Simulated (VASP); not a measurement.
# Os (Fd-3m) in VASP: further runs

The runs below take Os through single point, relaxation of cell and atoms, with BLYP.

Everything below comes from runs of VASP 6.6.1. Logs are shortened: lines on timing, memory, paths and dates and some standing lists are left out, and cuts for length are marked.

## 1. The cell of the first run

It takes space group Fd-3m (No. 227, cubic). Conventional cell: a = 5.706 Å, b = 5.706 Å, c = 5.706 Å, α = 90.00°, β = 90.00°, γ = 90.00°. Os (site symmetry -43m) has 4 Os at 2.47 Å within 3.3 Å.

This isn't the form of Os at room conditions, which is hcp.

## 2. Single point, BLYP (23.22 Å³/atom)

File INCAR:

```
SYSTEM = Os
PREC = Accurate
ENCUT = 520
EDIFF = 1E-6
ISMEAR = -1
SIGMA = 0.1
LREAL = .FALSE.
LASPH = .TRUE.
NELM = 80
ALGO = Normal
ISIF = 2
LWAVE = .FALSE.
LCHARG = .FALSE.
GGA = B5
ALDAX = 1.0
AGGAX = 1.0
AGGAC = 1.0
ALDAC = 0.0
NBANDS = 15
```

File KPOINTS:

```
regular mesh
0
G
  11 11 11
  0 0 0
```

File POSCAR:

```
Os
1.0
    0.0000000000      2.8527781776      2.8527781776
    2.8527781776      0.0000000000      2.8527781776
    2.8527781776      2.8527781776      0.0000000000
Os
2
Direct
    0.1250000000      0.1250000000      0.1250000000
    0.8750000000      0.8750000000      0.8750000000
```

Potentials or basis: VASP PAW PBE potentials, release 64 (Os).

The run is started by

```bash
> cat potpaw_PBE.64/Os/POTCAR > POTCAR
> mpirun -np 1 vasp_std > vasp.out
```

OUTCAR:

```text
SYSTEM = Os
   PREC = Accurate
   ENCUT = 520
   EDIFF = 1E-6
   ISMEAR = -1
   LREAL = .FALSE.
   LASPH = .TRUE.
   NELM = 80
   ISIF = 2
   GGA = B5

 ion  position               nearest neighbor table
   1  0.125  0.125  0.125-   2 2.47   2 2.47   2 2.47   2 2.47
   2  0.875  0.875  0.875-   1 2.47   1 2.47   1 2.47   1 2.47

  LATTYP: Found a face centered cubic cell.
 ALAT       =     5.7055563552

  Lattice vectors:

 A1 = (   0.0000000000,   2.8527781776,   2.8527781776)
 A2 = (   2.8527781776,   0.0000000000,   2.8527781776)
 A3 = (   2.8527781776,   2.8527781776,   0.0000000000)

Analysis of symmetry for initial positions (statically):
=====================================================================
 Subroutine PRICEL returns:
 Original cell was already a primitive cell.

 Routine SETGRP: Setting up the symmetry group for a
 face centered cubic supercell.

 Subroutine GETGRP returns: Found 48 space group operations
 (whereof 12 operations were pure point group operations)
 out of a pool of 48 trial point group operations.

The static configuration has the point symmetry D_3d.
 The point group associated with its full space group is O_h .

Analysis of symmetry for dynamics (positions and initial velocities):
=====================================================================
 Subroutine PRICEL returns:
 Original cell was already a primitive cell.

 Routine SETGRP: Setting up the symmetry group for a
 face centered cubic supercell.

 Subroutine GETGRP returns: Found 48 space group operations
 (whereof 12 operations were pure point group operations)
 out of a pool of 48 trial point group operations.

The dynamic configuration has the point symmetry D_3d.
 The point group associated with its full space group is O_h .

 Subroutine INISYM returns: Found 48 space group operations
 (whereof 12 operations are pure point group operations),
 and found     1 'primitive' translations

----------------------------------------------------------------------------------------

                                     Primitive cell

  volume of cell :      46.4338

  direct lattice vectors                    reciprocal lattice vectors
     0.000000000  2.852778178  2.852778178    -0.175267746  0.175267746  0.175267746
     2.852778178  0.000000000  2.852778178     0.175267746 -0.175267746  0.175267746
     2.852778178  2.852778178  0.000000000     0.175267746  0.175267746 -0.175267746

  length of vectors
     4.034437589  4.034437589  4.034437589     0.303572640  0.303572640  0.303572640

  position of ions in fractional coordinates (direct lattice)
     0.125000000  0.125000000  0.125000000
     0.875000000  0.875000000  0.875000000

  ion indices of the primitive-cell ions
   primitive index   ion index
                 1           1
                 2           2

----------------------------------------------------------------------------------------

 KPOINTS: regular mesh

Automatic generation of k-mesh.
 Grid dimensions read from file:
 generate k-points for:   11   11   11

 Generating k-lattice:

  Cartesian coordinates                     Fractional coordinates (reciprocal lattice)
    -0.015933431  0.015933431  0.015933431     0.090909091  0.000000000  0.000000000
     0.015933431 -0.015933431  0.015933431     0.000000000  0.090909091  0.000000000
     0.015933431  0.015933431 -0.015933431     0.000000000  0.000000000  0.090909091

  Length of vectors
     0.027597513  0.027597513  0.027597513

  Shift w.r.t. Gamma in fractional coordinates (k-lattice)
     0.000000000  0.000000000  0.000000000

 Subroutine IBZKPT returns following result:
 ===========================================

 Found     56 irreducible k-points:

 Following reciprocal coordinates:
            Coordinates               Weight
  0.000000  0.000000  0.000000      1.000000
  0.090909  0.000000  0.000000      8.000000
  0.181818  0.000000  0.000000      8.000000
  0.272727  0.000000  0.000000      8.000000
  0.363636  0.000000  0.000000      8.000000
  0.454545  0.000000  0.000000      8.000000
[... 16 lines left out ...]
 -0.272727  0.181818  0.000000     24.000000
 -0.181818  0.181818  0.000000     12.000000
 [... further k-points ...]
   k-points           NKPTS =     56   k-points in BZ     NKDIM =     56   number of bands    NBANDS=     15
   number of dos      NEDOS =    301   number of ions     NIONS =      2
   total plane-waves  NPLWV =  27000
   dimension x,y,z NGX =    30 NGY =   30 NGZ =   30
   dimension x,y,z NGXF=    60 NGYF=   60 NGZF=   60
   ions per type =               2
   NGX,Y,Z   is equivalent  to a cutoff of  12.36, 12.36, 12.36 a.u.
   NGXF,Y,Z  is equivalent  to a cutoff of  24.72, 24.72, 24.72 a.u.
 SYSTEM =  Os
   PREC   = accura    normal or accurate (medium, high low for compatibility)
   ISTART =      0    job   : 0-new  1-cont  2-samecut
   ICHARG =      2    charge: 1-file 2-atom 10-const
   ISPIN  =      1    spin polarized calculation?
   LNONCOLLINEAR =      F non collinear calculations
   LSORBIT =      F    spin-orbit coupling
   LASPH  =      T    aspherical Exc in radial PAW
   ENCUT  =  520.0 eV  38.22 Ry    6.18 a.u.   7.50  7.50  7.50*2*pi/ulx,y,z
   NELM   =     80;   NELMIN=  2; NELMDL= -5     # of ELM steps
   EDIFF  = 0.1E-05   stopping-criterion for ELM
   LREAL  =      F    real-space projection
   EDIFFG = 0.1E-04   stopping-criterion for IOM
   NSW    =      0    number of steps for IOM
   IBRION =     -1    ionic relax: 0-MD 1-quasi-New 2-CG
   NFREE  =      0    steps in history (QN), initial steepest desc. (CG)
   ISIF   =      2    stress and relaxation
   ISYM   =      2    0-nonsym 1-usesym 2-fastsym
   POTIM  = 0.5000    time-step for ionic-motion
   TEBEG  =    0.0;   TEEND  =   0.0 temperature during run
   PSTRESS=    0.0 pullay stress
   NELECT =      16.0000    total number of electrons
   NUPDOWN=      -1.0000    fix difference up-down
   EMIN   =  10.00;   EMAX   =-10.00  energy-range for DOS
   EFERMI =   0.00;   METHOD = LEGACY
   ISMEAR =    -1;   SIGMA  =   0.10  broadening in eV -4-tet -1-fermi 0-gaus
   EFERMI_NEDOS =   21; number of points for ismear=-14 and -15
   IALGO  =     38    algorithm
   IMIX   =      4    mixing-type and parameters
     AMIX     =   0.40;   BMIX     =  1.00
     AMIX_MAG =   1.60;   BMIX_MAG =  1.00
  volume/ion in A,a.u.               =      23.22       156.68
  Fermi-wavevector in a.u.,A,eV,Ry     =   1.147722  2.168881 17.922499  1.317266
  Thomas-Fermi vector in A             =   2.284401
   LORBIT       =      0    0 simple, 1 ext, 2 COOP (PROOUT), +10 PAW based schemes
   GGA     = B5    functional components
   LHFCALC =     F    Hartree Fock is set to
   AEXX    =    0.0000 exact exchange contribution
   IVDW    =     0    specifies the selected vdW correction
   LEPSILON=     F    determine dielectric tensor
   LRPA    =     F    only Hartree local field effects (RPA)
 non-spin polarized calculation
  energy-cutoff  :      520.00
  volume of cell :       46.43
 maximum number of plane-waves:      1273
 NGX is ok and might be reduce to    30
   NGX = 15   NGY = 15   NGZ = 15

 number of electron      16.0000003 magnetization

 Free energy of the ion-electron system (eV)
  ---------------------------------------------------
  ext. energy  EPLUGINS =         0.00000000
  ---------------------------------------------------
  free energy    TOTEN  =       -17.92980268 eV

  energy without entropy =      -17.86576108  energy(sigma->0) =      -17.89778188

 E-fermi :   4.1674     XC(G=0): -10.1557

 val. band max:        4.1611431241   @ k =   0.4545   0.3636   0.0909
 cond. band min:       4.1901708292   @ k =   0.4545   0.2727   0.0909
 fundamental gap:      0.0290277051
 Fermi energy:         4.1674018067

 k-point     1 :       0.0000    0.0000    0.0000
  band No.  band energies     occupation
      1      -2.8373      2.00000
      2       0.4156      2.00000
      3       0.4156      2.00000
      4       0.8930      2.00000
      5       0.8930      2.00000
      6       0.8930      2.00000
      7       3.6370      1.99011
      8       3.6370      1.99011
      9       3.6370      1.99011
     10       6.3396      0.00000
     11       6.3396      0.00000
     12      15.2908      0.00000
     13      15.3963      0.00000
     14      16.8468      0.00000
     15      16.8468      0.00000

 k-point     2 :       0.0909    0.0000    0.0000
  band No.  band energies     occupation
      1      -2.6995      2.00000
      2       0.3293      2.00000
      3       0.3293      2.00000
      4       0.8745      2.00000
      5       1.0332      2.00000
      6       1.0332      2.00000
      7       3.5067      1.99730
      8       3.6190      1.99173
      9       3.6190      1.99173
     10       6.3289      0.00000
     11       6.3289      0.00000
     12      14.4995      0.00000
     13      15.2859      0.00000
     14      16.4074      0.00000
     15      16.4310      0.00000

 k-point     3 :       0.1818    0.0000    0.0000
  band No.  band energies     occupation
      1      -2.3067      2.00000
      2       0.2363      2.00000
      3       0.2363      2.00000
      4       0.8277      2.00000
      5       1.2394      2.00000
      6       1.2394      2.00000
      7       3.1913      1.99988
      8       3.6218      1.99150
      9       3.6218      1.99150
     10       6.2835      0.00000
     11       6.2835      0.00000
     12      12.3850      0.00000
     13      14.8025      0.00000
     14      15.4206      0.00000
     15      15.4206      0.00000
[... 343 lines left out ...]
 k-point    23 :      -0.2727    0.1818    0.0000
  band No.  band energies     occupation
      1      -0.9370      2.00000
      2       0.0368      2.00000
      3       0.3395      2.00000
      4       0.6879      2.00000
      5       0.9372      2.00000
      6       1.9227      2.00000
      7       3.1153      1.99995
      8       3.2085      1.99986
      9       4.7065      0.00907
     10       5.1716      0.00009
     11       6.5466      0.00000
     12       8.8339      0.00000
     13      10.6558      0.00000
     14      13.4880      0.00000
     15      14.9936      0.00000

 k-point    24 :      -0.1818    0.1818    0.0000
  band No.  band energies     occupation
      1      -1.5178      2.00000
      2      -0.0226      2.00000
      3       0.5419      2.00000
      4       0.5949      2.00000
      5       1.0360      2.00000
      6       1.8249      2.00000
      7       2.9561      1.99999
      8       3.1996      1.99987
      9       4.3500      0.27741
     10       5.5256      0.00000
     11       6.5807      0.00000
     12      10.6209      0.00000
     13      11.3629      0.00000
     14      14.6841      0.00000
     15      15.0619      0.00000

 [... further k-points ...]
[... 5 lines left out ...]
  --------------------------------------------------------------------------------------
  -------------------------------------------------------------------------------------
  Total       -1.7658372     -1.7658372     -1.7658372     -0.0000000     -0.0000000      0.0000000
  in kB      -60.9294466    -60.9294466    -60.9294466     -0.0000000     -0.0000000      0.0000000
  external PRESSURE =     -60.9294466 kB  Pullay stress =       0.0000000 kB

 VOLUME and BASIS-vectors are now :
 -----------------------------------------------------------------------------
  energy-cutoff  :      520.00
  volume of cell :       46.43
      direct lattice vectors                 reciprocal lattice vectors
     0.000000000  2.852778178  2.852778178    -0.175267746  0.175267746  0.175267746
     2.852778178  0.000000000  2.852778178     0.175267746 -0.175267746  0.175267746
     2.852778178  2.852778178  0.000000000     0.175267746  0.175267746 -0.175267746

 POSITION                                       TOTAL-FORCE (eV/Angst)
 -----------------------------------------------------------------------------------
      0.71319      0.71319      0.71319         0.000000      0.000000      0.000000
      4.99236      4.99236      4.99236        -0.000000     -0.000000     -0.000000
 -----------------------------------------------------------------------------------
    total drift:                               -0.000000      0.000000      0.000000

  FREE ENERGIE OF THE ION-ELECTRON SYSTEM (eV)
  ---------------------------------------------------
  free  energy   TOTEN  =       -17.9298026810 eV

  energy  without entropy=      -17.8657610840  energy(sigma->0) =      -17.89778188
```

Run time: 67 s. Hardware: 1 thread of Intel Xeon 8259CL, shared host; peak memory 0.19 GiB.

What came out:

- Free energy: -17.9298 eV
- Pressure: -6.1 GPa
- Band gap on the k mesh: zero (bands 8 and 9 overlap by 0.93 eV)

Caveat: the cell stands under tension; the PAW data sets were made with another functional, which shifts forces and pressure a little; spin-orbit coupling is left out, which moves the levels of the heavy elements.

## 3. Single point, BLYP (25.00 Å³/atom)

This run uses another cell than the first one, of 25.00 Å³/atom.

File INCAR:

```
SYSTEM = Os
AGGAC = 1.0
AGGAX = 1.0
ALDAC = 0.0
ALDAX = 1.0
ALGO = Normal
EDIFF = 1E-6
ENCUT = 520
GGA = B5
ISIF = 2
ISMEAR = -1
LASPH = .TRUE.
LCHARG = .TRUE.
LELF = .TRUE.
LREAL = .FALSE.
LVHAR = .TRUE.
LWAVE = .FALSE.
NBANDS = 15
NELM = 60
PREC = Accurate
SIGMA = 0.1
```

File KPOINTS:

```
k-points
0
G
  11 11 11
  0 0 0
```

File POSCAR:

```
Os
1.0
    0.0000000000      2.9241270042      2.9241270042
    2.9241270042      0.0000000000      2.9241270042
    2.9241270042      2.9241270042      0.0000000000
Os
2
Direct
    0.1250000000      0.1250000000      0.1250000000
    0.8750000000      0.8750000000      0.8750000000
```

Potentials or basis: VASP PAW PBE potentials, release 64 (Os).

The run is started by

```bash
> cat potpaw_PBE.64/Os/POTCAR > POTCAR
> mpirun -np 1 vasp_std > vasp.out
```

OUTCAR:

```text
SYSTEM = Os
   EDIFF = 1E-6
   ENCUT = 520
   GGA = B5
   ISIF = 2
   ISMEAR = -1
   LASPH = .TRUE.
   LREAL = .FALSE.
   NELM = 60
   PREC = Accurate

 ion  position               nearest neighbor table
   1  0.125  0.125  0.125-   2 2.53   2 2.53   2 2.53   2 2.53
   2  0.875  0.875  0.875-   1 2.53   1 2.53   1 2.53   1 2.53

  LATTYP: Found a face centered cubic cell.
 ALAT       =     5.8482540084

  Lattice vectors:

 A1 = (   0.0000000000,   2.9241270042,   2.9241270042)
 A2 = (   2.9241270042,   0.0000000000,   2.9241270042)
 A3 = (   2.9241270042,   2.9241270042,   0.0000000000)

[... 609 lines left out ...]
     12       9.4178      0.00000
     13      10.2027      0.00000
     14      13.3347      0.00000
     15      14.1753      0.00000

 [... further k-points ...]
[... 5 lines left out ...]
  --------------------------------------------------------------------------------------
  -------------------------------------------------------------------------------------
  Total       -4.8089836     -4.8089836     -4.8089836      0.0000000     -0.0000000      0.0000000
  in kB     -154.0796173   -154.0796173   -154.0796173      0.0000000     -0.0000000      0.0000000
  external PRESSURE =    -154.0796173 kB  Pullay stress =       0.0000000 kB

 VOLUME and BASIS-vectors are now :
 -----------------------------------------------------------------------------
  energy-cutoff  :      520.00
  volume of cell :       50.01
      direct lattice vectors                 reciprocal lattice vectors
     0.000000000  2.924127004  2.924127004    -0.170991205  0.170991205  0.170991205
     2.924127004  0.000000000  2.924127004     0.170991205 -0.170991205  0.170991205
     2.924127004  2.924127004  0.000000000     0.170991205  0.170991205 -0.170991205

 POSITION                                       TOTAL-FORCE (eV/Angst)
 -----------------------------------------------------------------------------------
      0.73103      0.73103      0.73103         0.000000      0.000000      0.000000
      5.11722      5.11722      5.11722        -0.000000     -0.000000     -0.000000
 -----------------------------------------------------------------------------------
    total drift:                                0.000000      0.000000     -0.000000

  FREE ENERGIE OF THE ION-ELECTRON SYSTEM (eV)
  ---------------------------------------------------
  free  energy   TOTEN  =       -17.6832368448 eV

  energy  without entropy=      -17.6132401942  energy(sigma->0) =      -17.64823852
```

stdout:

```text
POSCAR found type information on POSCAR Os
 POSCAR found :  1 types and       2 ions
 scaLAPACK will be used
 -----------------------------------------------------------------------------
|                                                                             |
|                                                                             |
|     You enforced a specific xc type in the INCAR file but a different       |
|     I HOPE YOU KNOW WHAT YOU ARE DOING!                                     |
|                                                                             |
 -----------------------------------------------------------------------------

 LDA part: xc-table for (Slater(with rela. corr.)+VWN5), standard interpolation
 POSCAR, INCAR and KPOINTS ok, starting setup
 FFT: planning ... GRIDC
 FFT: planning ... GRID_SOFT
 FFT: planning ... GRID
 WAVECAR not read
 entering main loop
```

It took 64 s on 1 thread of Intel Xeon 8259CL, shared host; peak memory 0.19 GiB.

What came out:

| Item | Value |
| --- | --- |
| Free energy | -17.6832 eV |
| Pressure | -15.4 GPa |
| Band gap on the k mesh | zero (bands 8 and 9 overlap by 0.84 eV) |

Caveat: the cell stands under tension; the PAW data sets were made with another functional, which shifts forces and pressure a little; spin-orbit coupling is left out, which moves the levels of the heavy elements.

(Part 1 of 2 ends here.)
